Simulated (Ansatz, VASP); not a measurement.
## Two plane-wave programs on Pb

File INCAR:

```
  PREC = Accurate
  ENCUT = 520
  EDIFF = 1E-7
  ISMEAR = 0
  SIGMA = 0.05
  LREAL = False
  LASPH = True
  NELM = 150
  ALGO = Normal
  ISIF = 2
  LWAVE = False
  LCHARG = True
  MAGMOM = 0 0 0 0 0 0
  LORBIT = 11
  LSORBIT = True
  GGA_COMPAT = False
  LORBMOM = True
  GGA = CA
  LVHAR = True
  NBANDS = 40
  LUSENCCL = False
```

The input KPOINTS:

```
Automatic mesh
0
Gamma
  18 18 8
```

File POSCAR:

```
Pb
1.0
    3.4800000000      0.0000000000      0.0000000000
   -1.7400000000      3.0137684100      0.0000000000
    0.0000000000      0.0000000000      5.5900000000
Pb
2
Direct
    0.3333333300      0.6666666700      0.2500000000
    0.6666666700      0.3333333300      0.7500000000
```

Input for Ansatz:

```yaml
crystal:
  lattice:
    - [3.48, 0.0, 0.0]
    - [-1.74, 3.01376841, 0.0]
    - [0.0, 0.0, 5.59]
  atoms:
    - { symbol: Pb, position: [0.33333333, 0.66666667, 0.25] }
    - { symbol: Pb, position: [0.66666667, 0.33333333, 0.75] }
basis:
  ecutwfc: 420
kpoints:
  mp_grid: { grid: [18, 18, 8] }
hamiltonian:
  xc: lda
scf:
  occupations: { method: gaussian, width: 0.05 }
output:
  forces: true
  eigenvalues: true
  eigenstates:
    nscf_kmesh: { grid: [24, 24, 14] }
    top_band: c12
    de_dk: true
    localisation: false
  stress: true
checkpoint:
  write: ck
  compress: false
  write_wavefunctions: false
  write_every: 100000
magnetization:
  noncollinear: true
  spin_orbit: true
```

Alike in both runs: task single point; functional LDA; k mesh 18 × 18 × 8; occupations gaussian, width 0.05 eV; non-collinear spin, spin-orbit coupling.

```csv
,VASP,Ansatz
version,VASP 6.6.1,Ansatz 0.2.0
potentials or method,"VASP PAW LDA potentials, release 64 (Pb_d), cutoff 520 eV","plane waves, PAW"
valence electrons in the cell,28,28
```

|  | VASP | Ansatz | Ansatz less VASP |
| --- | --- | --- | --- |
| pressure (GPa) | -0.5 | -0.6 | -0.08 |
| traceless stress, the component that is largest in VASP (GPa) | 0.67 | 0.52 | -0.154 |

LDA's correlation is that of Perdew and Zunger in VASP and of Perdew and Wang (1992) in Ansatz.
